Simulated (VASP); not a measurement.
Set up this calculation in VASP 6.6.1, as the native input.

```
Task                   : electric field gradients
Functional             : PBE
Potentials or basis    : VASP PAW PBE potentials, release 64 (Mn_pv, Si)
Cutoff                 : 520 eV
k mesh                 : 15 × 15 × 15
Occupations            : fermi-dirac, width 0.05 eV
Spin                   : non-collinear spin, typed start, spin-orbit coupling
Starting moments       : [[0.0, 0.0, 4.0], [0.0, 0.0, 0.0]] μB
Dipole correction      : no
Further INCAR settings : ALGO = Normal; EDIFF = 1e-08; NBANDS = 29
```

The structure of MnSi (rocksalt type) lies in POSCAR:

```
MnSi
1.0
    0.0000000000      2.4224953662      2.4224953662
    2.4224953662      0.0000000000      2.4224953662
    2.4224953662      2.4224953662      0.0000000000
Mn Si
1 1
Direct
    0.0000000000      0.0000000000      0.0000000000
    0.5000000000      0.5000000000      0.5000000000
```

One way to write it, as run:

INCAR

```
SYSTEM = MnSi
ALGO = Normal
EDIFF = 1E-8
ENCUT = 520
GGA = PE
GGA_COMPAT = .FALSE.
ISIF = 2
ISMEAR = -1
LASPH = .TRUE.
LCHARG = .FALSE.
LEFG = .TRUE.
LMAXMIX = 4
LORBIT = 11
LORBMOM = .TRUE.
LREAL = .FALSE.
LSORBIT = .TRUE.
LWAVE = .FALSE.
MAGMOM = 0 0 4 0 0 0
NBANDS = 29
NELM = 150
PREC = Accurate
SIGMA = 0.05
```

KPOINTS

```
k-points
0
G
  15 15 15
  0 0 0
```

Potentials or basis: VASP PAW PBE potentials, release 64 (Mn_pv, Si).

The run is started by

```sh
$ cat potpaw_PBE.64/Mn_pv/POTCAR potpaw_PBE.64/Si/POTCAR > POTCAR
$ mpirun -np 1 vasp_ncl > vasp.out
```

It gave:

| Property | Result |
| --- | --- |
| Pressure | 0.0 GPa |
| Net moment | 2.47 μB per cell |
| Valence electrons inside the program's atomic spheres | Mn 11.79; Si 1.69 |

Caveat: without QUAD_EFG the Cq values of the log hold for a quadrupole moment of 1 mb, not for the nuclei.

It took 27 min on 1 thread of AMD EPYC 9R45 96-Core Processor (Zen 5), on a shared host, peak memory 0.62 GiB.
